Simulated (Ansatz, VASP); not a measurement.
## One calculation of Sn, two programs

INCAR

```
SYSTEM = Sn
PREC     = Accurate       ! precision mode
ENCUT    = 520            ! plane-wave cutoff, eV
EDIFF    = 1E-6           ! SCF threshold, eV
ISMEAR   = -1             ! smearing method
SIGMA    = 0.1            ! smearing width, eV
LREAL    = .False.        ! projectors in reciprocal space
LASPH    = .True.         ! aspherical terms in the spheres
NELM     = 80             ! most SCF steps
ALGO     = Normal         ! electronic algorithm
ISIF     = 2              ! what is computed and relaxed
LWAVE    = .False.        ! write WAVECAR
LCHARG   = .True.         ! write CHGCAR
GGA      = CA             ! functional
LELF     = .True.         ! ELF
LVHAR    = .True.       
NBANDS   = 13             ! bands
```

The input KPOINTS:

```
regular mesh
0
Gamma
  12 12 12
  0 0 0
```

POSCAR

```
Sn
1.0
   -1.7417515812      1.7911913920      2.3589451938
    1.7417515812     -1.7911913920      2.3589451938
    1.7417515812      1.7911913920     -2.3589451938
Sn
1
Direct
    0.0000000000      0.0000000000      0.0000000000
```

Input for Ansatz:

```yaml
crystal:
  lattice:
    - [-1.7417515812022617, 1.7911913919980562, 2.358945193761426]
    - [1.7417515812022617, -1.7911913919980562, 2.358945193761426]
    - [1.7417515812022617, 1.7911913919980562, -2.358945193761426]
  atoms:
    - { symbol: Sn, position: [0.0, 0.0, 0.0] }
basis:
  ecutwfc: 500.0
kpoints:
  mp_grid:
    grid: [12, 12, 12]
hamiltonian:
  xc: lda
scf:
  occupations:
    method: fermi_dirac
    width: 0.1
output:
  stress: true
```

Alike in both runs: task single point; functional LDA; k mesh 12 × 12 × 12; occupations fermi-dirac, width 0.1 eV; no spin polarisation.

|  | VASP | Ansatz |
| --- | --- | --- |
| version | VASP 6.6.1 | Ansatz 0.2.0 |
| potentials or method | VASP PAW LDA potentials, release 64 (Sn_d), cutoff 520 eV | plane waves, PAW |
| valence electrons in the cell | 14 | 14 |

Ansatz gave:

```
pressure (GPa)                                                : -5.6
traceless stress, the component that is largest in VASP (GPa) : 0.32
```

Question: Estimate VASP's values.

Answer: Pressure (GPa): -5.5; traceless stress, the component that is largest in VASP (GPa): 0.33.

LDA's correlation is that of Perdew and Zunger in VASP and of Perdew and Wang (1992) in Ansatz.
